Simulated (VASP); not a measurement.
# Mg3ZnC (Pm-3m) in VASP: a series of runs

The runs below take Mg3ZnC through single point, relaxation of cell and atoms, with PBE.

Program: VASP 6.6.1. These are calculated values, not measurements. Logs are shortened: lines on timing, memory, paths and dates and some standing lists are left out, and cuts for length are marked.

### Step 1. The cell of the first run

The structure is cubic, space group Pm-3m (No. 221). Conventional cell: a = 4.402 Å, b = 4.402 Å, c = 4.402 Å, α = 90.00°, β = 90.00°, γ = 90.00°. Within 2.9 Å of Mg (site symmetry 4/mmm) lie 2 C at 2.20 Å. Zn (site symmetry m-3m) has 12 Mg at 3.11 Å and 8 C at 3.81 Å within 4.1 Å. Within 2.9 Å of C (site symmetry m-3m) lie 6 Mg at 2.20 Å.

### Step 2. Single point, PBE

File INCAR:

```
  PREC = Accurate
  ENCUT = 520
  EDIFF = 1E-7
  ISMEAR = 0
  SIGMA = 0.1
  LREAL = F
  LASPH = T
  NELM = 100
  ALGO = Normal
  ISIF = 2
  LWAVE = F
  LCHARG = T
  GGA = PE
  LELF = T
  LVHAR = T
  NBANDS = 19
```

File KPOINTS:

```
Automatic mesh
0
Gamma
  8 8 8
```

File POSCAR:

```
Mg3ZnC
1.0
    4.4019241790      0.0000000000      0.0000000000
    0.0000000000      4.4019241790      0.0000000000
    0.0000000000      0.0000000000      4.4019241790
Mg Zn C
3 1 1
Direct
    0.0000000000      0.5000000000      0.0000000000
    0.0000000000      0.0000000000      0.5000000000
    0.5000000000      0.0000000000      0.0000000000
    0.5000000000      0.5000000000      0.5000000000
    0.0000000000      0.0000000000      0.0000000000
```

Potentials or basis: VASP PAW PBE potentials, release 64 (Mg, Zn, C).

Launch:

```console
$ cat potpaw_PBE.64/Mg/POTCAR potpaw_PBE.64/Zn/POTCAR potpaw_PBE.64/C/POTCAR > POTCAR
$ mpirun -np 1 vasp_std > vasp.out
```

OUTCAR:

```text
PREC = Accurate
   ENCUT = 520
   EDIFF = 1E-7
   ISMEAR = 0
   LREAL = F
   LASPH = T
   NELM = 100
   ISIF = 2
   GGA = PE

 ion  position               nearest neighbor table
   1  0.000  0.500  0.000-   5 2.20   5 2.20   4 3.11   2 3.11   2 3.11   4 3.11   2 3.11   3 3.11
                             3 3.11   2 3.11   3 3.11   4 3.11   4 3.11   3 3.11
   2  0.000  0.000  0.500-   5 2.20   5 2.20   4 3.11   1 3.11   1 3.11   3 3.11   3 3.11   1 3.11
                             4 3.11   1 3.11   3 3.11   4 3.11   3 3.11   4 3.11
   3  0.500  0.000  0.000-   5 2.20   5 2.20   4 3.11   1 3.11   2 3.11   4 3.11   1 3.11   4 3.11
                             4 3.11   1 3.11   2 3.11   2 3.11   2 3.11   1 3.11
   4  0.500  0.500  0.500-   1 3.11   2 3.11   3 3.11   1 3.11   3 3.11   2 3.11   3 3.11   3 3.11
                             1 3.11   2 3.11   1 3.11   2 3.11
   5  0.000  0.000  0.000-   1 2.20   2 2.20   3 2.20   2 2.20   1 2.20   3 2.20

  LATTYP: Found a simple cubic cell.
 ALAT       =     4.4019241790

  Lattice vectors:

 A1 = (   4.4019241790,   0.0000000000,   0.0000000000)
 A2 = (   0.0000000000,   4.4019241790,   0.0000000000)
 A3 = (   0.0000000000,   0.0000000000,   4.4019241790)

Analysis of symmetry for initial positions (statically):
=====================================================================
 Subroutine PRICEL returns:
 Original cell was already a primitive cell.

 Routine SETGRP: Setting up the symmetry group for a
 simple cubic supercell.

 Subroutine GETGRP returns: Found 48 space group operations
 (whereof 48 operations were pure point group operations)
 out of a pool of 48 trial point group operations.

The static configuration has the point symmetry O_h .

Analysis of symmetry for dynamics (positions and initial velocities):
=====================================================================
 Subroutine PRICEL returns:
 Original cell was already a primitive cell.

 Routine SETGRP: Setting up the symmetry group for a
 simple cubic supercell.

 Subroutine GETGRP returns: Found 48 space group operations
 (whereof 48 operations were pure point group operations)
 out of a pool of 48 trial point group operations.

The dynamic configuration has the point symmetry O_h .

 Subroutine INISYM returns: Found 48 space group operations
 (whereof 48 operations are pure point group operations),
 and found     1 'primitive' translations

----------------------------------------------------------------------------------------

                                     Primitive cell

  volume of cell :      85.2958

  direct lattice vectors                    reciprocal lattice vectors
     4.401924179  0.000000000  0.000000000     0.227173381  0.000000000  0.000000000
     0.000000000  4.401924179  0.000000000     0.000000000  0.227173381  0.000000000
     0.000000000  0.000000000  4.401924179     0.000000000  0.000000000  0.227173381

  length of vectors
     4.401924179  4.401924179  4.401924179     0.227173381  0.227173381  0.227173381

  position of ions in fractional coordinates (direct lattice)
     0.000000000  0.500000000  0.000000000
     0.000000000  0.000000000  0.500000000
     0.500000000  0.000000000  0.000000000
     0.500000000  0.500000000  0.500000000
     0.000000000  0.000000000  0.000000000

  ion indices of the primitive-cell ions
   primitive index   ion index
                 1           1
                 2           2
                 3           3
                 4           4
                 5           5

----------------------------------------------------------------------------------------

 KPOINTS: Automatic mesh

Automatic generation of k-mesh.
 Grid dimensions read from file:
 generate k-points for:    8    8    8

 Generating k-lattice:

  Cartesian coordinates                     Fractional coordinates (reciprocal lattice)
     0.028396673  0.000000000  0.000000000     0.125000000  0.000000000  0.000000000
     0.000000000  0.028396673  0.000000000     0.000000000  0.125000000  0.000000000
     0.000000000  0.000000000  0.028396673     0.000000000  0.000000000  0.125000000

  Length of vectors
     0.028396673  0.028396673  0.028396673

  Shift w.r.t. Gamma in fractional coordinates (k-lattice)
     0.000000000  0.000000000  0.000000000

 Subroutine IBZKPT returns following result:
 ===========================================

 Found     35 irreducible k-points:

 Following reciprocal coordinates:
            Coordinates               Weight
  0.000000  0.000000  0.000000      1.000000
  0.125000  0.000000  0.000000      6.000000
  0.250000  0.000000  0.000000      6.000000
  0.375000  0.000000  0.000000      6.000000
  0.500000  0.000000  0.000000      3.000000
  0.125000  0.125000  0.000000     12.000000
[... 16 lines left out ...]
  0.375000  0.375000  0.125000     24.000000
  0.500000  0.375000  0.125000     24.000000
 [... further k-points ...]
   k-points           NKPTS =     35   k-points in BZ     NKDIM =     35   number of bands    NBANDS=     19
   number of dos      NEDOS =    301   number of ions     NIONS =      5
   total plane-waves  NPLWV =  46656
   dimension x,y,z NGX =    36 NGY =   36 NGZ =   36
   dimension x,y,z NGXF=    72 NGYF=   72 NGZF=   72
   ions per type =               3   1   1
   NGX,Y,Z   is equivalent  to a cutoff of  13.60, 13.60, 13.60 a.u.
   NGXF,Y,Z  is equivalent  to a cutoff of  27.19, 27.19, 27.19 a.u.
 SYSTEM =  unknown system
   PREC   = accura    normal or accurate (medium, high low for compatibility)
   ISTART =      0    job   : 0-new  1-cont  2-samecut
   ICHARG =      2    charge: 1-file 2-atom 10-const
   ISPIN  =      1    spin polarized calculation?
   LNONCOLLINEAR =      F non collinear calculations
   LSORBIT =      F    spin-orbit coupling
   LASPH  =      T    aspherical Exc in radial PAW
   ENCUT  =  520.0 eV  38.22 Ry    6.18 a.u.   8.18  8.18  8.18*2*pi/ulx,y,z
   NELM   =    100;   NELMIN=  2; NELMDL= -5     # of ELM steps
   EDIFF  = 0.1E-06   stopping-criterion for ELM
   LREAL  =      F    real-space projection
   EDIFFG = 0.1E-05   stopping-criterion for IOM
   NSW    =      0    number of steps for IOM
   IBRION =     -1    ionic relax: 0-MD 1-quasi-New 2-CG
   NFREE  =      0    steps in history (QN), initial steepest desc. (CG)
   ISIF   =      2    stress and relaxation
   ISYM   =      2    0-nonsym 1-usesym 2-fastsym
   POTIM  = 0.5000    time-step for ionic-motion
   TEBEG  =    0.0;   TEEND  =   0.0 temperature during run
   PSTRESS=    0.0 pullay stress
   NELECT =      22.0000    total number of electrons
   NUPDOWN=      -1.0000    fix difference up-down
   EMIN   =  10.00;   EMAX   =-10.00  energy-range for DOS
   EFERMI =   0.00;   METHOD = LEGACY
   ISMEAR =     0;   SIGMA  =   0.10  broadening in eV -4-tet -1-fermi 0-gaus
   EFERMI_NEDOS =   21; number of points for ismear=-14 and -15
   IALGO  =     38    algorithm
   IMIX   =      4    mixing-type and parameters
     AMIX     =   0.40;   BMIX     =  1.00
     AMIX_MAG =   1.60;   BMIX_MAG =  1.00
  volume/ion in A,a.u.               =      17.06       115.12
  Fermi-wavevector in a.u.,A,eV,Ry     =   1.042093  1.969270 14.775355  1.085958
  Thomas-Fermi vector in A             =   2.176743
   LORBIT       =      0    0 simple, 1 ext, 2 COOP (PROOUT), +10 PAW based schemes
   GGA     = PE    functional components
   LHFCALC =     F    Hartree Fock is set to
   AEXX    =    0.0000 exact exchange contribution
   IVDW    =     0    specifies the selected vdW correction
   LEPSILON=     F    determine dielectric tensor
   LRPA    =     F    only Hartree local field effects (RPA)
 non-spin polarized calculation
 Gauss-broadening in eV      SIGMA  =   0.10
  energy-cutoff  :      520.00
  volume of cell :       85.30
 maximum number of plane-waves:      2320
 NGX is ok and might be reduce to    36
   NGX = 17   NGY = 17   NGZ = 17

 number of electron      21.9999993 magnetization

 Free energy of the ion-electron system (eV)
  ---------------------------------------------------
  ext. energy  EPLUGINS =         0.00000000
  ---------------------------------------------------
  free energy    TOTEN  =       -14.00808265 eV

  energy without entropy =      -13.99563431  energy(sigma->0) =      -14.00185848

 E-fermi :   3.0710     XC(G=0):  -9.4844

 val. band max:        3.0560329234   @ k =   0.3750   0.3750   0.0000
 cond. band min:       3.0980581576   @ k =   0.5000   0.2500   0.1250
 fundamental gap:      0.0420252342
 Fermi energy:         3.0710211854

 k-point     1 :       0.0000    0.0000    0.0000
  band No.  band energies     occupation
      1      -7.6204      2.00000
      2      -4.1495      2.00000
      3      -4.1495      2.00000
      4      -4.0956      2.00000
      5      -4.0956      2.00000
      6      -4.0956      2.00000
[... 11 lines left out ...]
     18       9.9283      0.00000
     19       9.9283      0.00000

 k-point     2 :       0.1250    0.0000    0.0000
  band No.  band energies     occupation
      1      -7.5648      2.00000
      2      -4.1482      2.00000
      3      -4.1437      2.00000
      4      -4.0996      2.00000
      5      -4.0996      2.00000
      6      -4.0952      2.00000
[... 11 lines left out ...]
     18       9.4289      0.00000
     19      10.0282      0.00000

 k-point     3 :       0.2500    0.0000    0.0000
  band No.  band energies     occupation
      1      -7.4198      2.00000
      2      -4.1451      2.00000
      3      -4.1340      2.00000
      4      -4.1093      2.00000
      5      -4.1093      2.00000
      6      -4.0942      2.00000
[... 11 lines left out ...]
     18       9.1622      0.00000
     19      10.2521      0.00000

 k-point     4 :       0.3750    0.0000    0.0000
  band No.  band energies     occupation
      1      -7.2553      2.00000
      2      -4.1420      2.00000
      3      -4.1357      2.00000
      4      -4.1189      2.00000
      5      -4.1189      2.00000
      6      -4.0932      2.00000
[... 11 lines left out ...]
     18       9.2343      0.00000
     19      10.7367      0.00000

 k-point     5 :       0.5000    0.0000    0.0000
  band No.  band energies     occupation
      1      -7.1796      2.00000
      2      -4.1429      2.00000
      3      -4.1408      2.00000
      4      -4.1228      2.00000
      5      -4.1228      2.00000
      6      -4.0928      2.00000
[... 11 lines left out ...]
     18       9.3332      0.00000
     19      10.7169      0.00000
[... 334 lines left out ...]
      2      -4.1324      2.00000
      3      -4.1218      2.00000
      4      -4.1137      2.00000
      5      -4.1052      2.00000
      6      -4.0939      2.00000
[... 11 lines left out ...]
     18       9.9470      0.00000
     19      10.4617      0.00000

 k-point    22 :       0.5000    0.2500    0.1250
  band No.  band energies     occupation
      1      -7.0050      2.00000
      2      -4.1329      2.00000
      3      -4.1236      2.00000
      4      -4.1111      2.00000
      5      -4.1074      2.00000
      6      -4.0899      2.00000
[... 11 lines left out ...]
     18       9.9832      0.00000
     19      10.2057      0.00000

 k-point    23 :       0.3750    0.3750    0.1250
  band No.  band energies     occupation
      1      -6.9509      2.00000
      2      -4.1311      2.00000
      3      -4.1198      2.00000
      4      -4.1172      2.00000
      5      -4.1054      2.00000
      6      -4.0750      2.00000
[... 11 lines left out ...]
     18      10.4756      0.00000
     19      10.8905      0.00000

 k-point    24 :       0.5000    0.3750    0.1250
  band No.  band energies     occupation
      1      -6.9004      2.00000
      2      -4.1289      2.00000
      3      -4.1214      2.00000
      4      -4.1157      2.00000
      5      -4.1075      2.00000
      6      -4.0676      2.00000
[... 11 lines left out ...]
     18      10.4752      0.00000
     19      10.7234      0.00000

 [... further k-points ...]

------------------------ aborting loop because EDIFF is reached ----------------------------------------

  FORCE on cell =-STRESS in cart. coord.  units (eV):
  Direction    XX          YY          ZZ          XY          YZ          ZX
  --------------------------------------------------------------------------------------
  -------------------------------------------------------------------------------------
  Total       -0.0706538     -0.0706538     -0.0706538     -0.0000000     -0.0000000     -0.0000000
  in kB       -1.3271458     -1.3271458     -1.3271458     -0.0000000     -0.0000000     -0.0000000
  external PRESSURE =      -1.3271458 kB  Pullay stress =       0.0000000 kB

 VOLUME and BASIS-vectors are now :
 -----------------------------------------------------------------------------
  energy-cutoff  :      520.00
  volume of cell :       85.30
      direct lattice vectors                 reciprocal lattice vectors
     4.401924179  0.000000000  0.000000000     0.227173381  0.000000000  0.000000000
     0.000000000  4.401924179  0.000000000     0.000000000  0.227173381  0.000000000
     0.000000000  0.000000000  4.401924179     0.000000000  0.000000000  0.227173381

 POSITION                                       TOTAL-FORCE (eV/Angst)
 -----------------------------------------------------------------------------------
      0.00000      2.20096      0.00000         0.000000      0.000000      0.000000
      0.00000      0.00000      2.20096         0.000000      0.000000      0.000000
      2.20096      0.00000      0.00000         0.000000      0.000000      0.000000
      2.20096      2.20096      2.20096         0.000000      0.000000      0.000000
      0.00000      0.00000      0.00000         0.000000      0.000000      0.000000
 -----------------------------------------------------------------------------------
    total drift:                                0.000000      0.000000      0.000000

  FREE ENERGIE OF THE ION-ELECTRON SYSTEM (eV)
  ---------------------------------------------------
  free  energy   TOTEN  =       -14.0080826499 eV

  energy  without entropy=      -13.9956343059  energy(sigma->0) =      -14.00185848
```

Run time: 74 s. Hardware: 1 thread of Intel Xeon Platinum 8375C at 2.90GHz (Ice Lake), shared host; peak memory 0.24 GiB.

What came out:

```yaml
Free_energy: -14.0081 eV
Pressure: -0.1 GPa
Band_gap_on_the_k_mesh: zero (bands 11 and 12 overlap by 3.41 eV)
```

Levels at points of the mesh, in eV from the Fermi level:
```csv
k point,band 7,band 8,band 9,band 10,band 11,band 12,band 13,band 14,band 15,band 16
"(0.00, 0.00, 0.00)",-5.24,-2.65,-2.65,-2.65,1.62,1.62,2.68,2.68,2.68,5.36
"(0.50, 0.00, 0.00)",-6.20,-2.14,-2.14,-2.08,-1.04,1.31,1.31,2.95,4.12,5.91
"(0.50, 0.50, 0.00)",-4.51,-4.51,-4.40,-1.94,0.91,0.91,2.09,2.78,3.94,3.94
"(0.50, 0.50, 0.50)",-3.37,-3.37,-3.37,-3.12,-1.79,-1.79,-1.79,4.94,4.94,4.94
```

(Part 1 of 2 ends here.)
